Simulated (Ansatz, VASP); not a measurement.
Si3Ge2: VASP beside Ansatz

The input INCAR:

```
SYSTEM = Si3Ge2
ALGO     = Normal         ! electronic algorithm
EDIFF    = 1E-7           ! SCF threshold, eV
ENCUT    = 520            ! plane-wave cutoff, eV
GGA      = PE             ! functional
ISIF     = 2              ! what is computed and relaxed
ISMEAR   = 0              ! smearing method
LASPH    = .True.         ! aspherical terms in the spheres
LCHARG   = .False.        ! write CHGCAR
LREAL    = .False.        ! projectors in reciprocal space
LWAVE    = .False.        ! write WAVECAR
NBANDS   = 28             ! bands
NELM     = 100            ! most SCF steps
PREC     = Accurate       ! precision mode
SIGMA    = 0.1            ! smearing width, eV
```

The input KPOINTS:

```
k-points
0
Gamma
  8 8 8
  0 0 0
```

Contents of POSCAR:

```
Si3Ge2
1.0
   -1.4382955600      1.4382955600     10.1702854600
    1.4382955600     -1.4382955600     10.1702854600
    1.4382955600      1.4382955600    -10.1702854600
Si Ge
3 2
Direct
    0.4000000000      0.4000000000      0.0000000000
    0.0000000000      0.0000000000      0.0000000000
    0.6000000000      0.6000000000      0.0000000000
    0.8000000000      0.8000000000      0.0000000000
    0.2000000000      0.2000000000      0.0000000000
```

Input for Ansatz:

```yaml
crystal:
  lattice:
    - [-1.43829556, 1.43829556, 10.17028546]
    - [1.43829556, -1.43829556, 10.17028546]
    - [1.43829556, 1.43829556, -10.17028546]
  atoms:
    - { symbol: Si, position: [0.4, 0.4, 0.0] }
    - { symbol: Si, position: [0.0, 0.0, 0.0] }
    - { symbol: Si, position: [0.6, 0.6, 0.0] }
    - { symbol: Ge, position: [0.8, 0.8, 0.0] }
    - { symbol: Ge, position: [0.2, 0.2, 0.0] }
basis:
  ecutwfc: 420
kpoints:
  mp_grid: { grid: [8, 8, 8] }
hamiltonian:
  xc: pbe
scf:
  occupations: { method: gaussian, width: 0.1 }
  lower_state_search: "off"
output:
  forces: true
  stress: true
  eigenvalues: true
```

Alike in both runs: task single point; functional PBE; k mesh 8 × 8 × 8; occupations gaussian, width 0.1 eV; no spin polarisation.

|  | VASP | Ansatz |
| --- | --- | --- |
| version | VASP 6.6.1 | Ansatz 0.2.0 |
| potentials or method | VASP PAW PBE potentials, release 64 (Si, Ge_d), cutoff 520 eV | scalar-relativistic, plane waves, PAW |
| valence electrons in the cell | 40 | 40 |

|  | VASP | Ansatz | Ansatz less VASP |
| --- | --- | --- | --- |
| gap on the k mesh at the Fermi level (eV) | none | none | - |
| pressure (GPa) | 0.6 | 0.6 | -0.03 |
| traceless stress, the component that is largest in VASP (GPa) | 1.44 | 1.44 | +0.003 |
| rms of the force components (eV/Å) | 0.308 | 0.306 | -0.0018 |

Atom by atom the forces differ by 0.002 eV/Å (rms over components). A gap of «none» marks a metal or a gap that the smearing closes.

The k mesh is coarse, so the values compare programs but aren't converged.
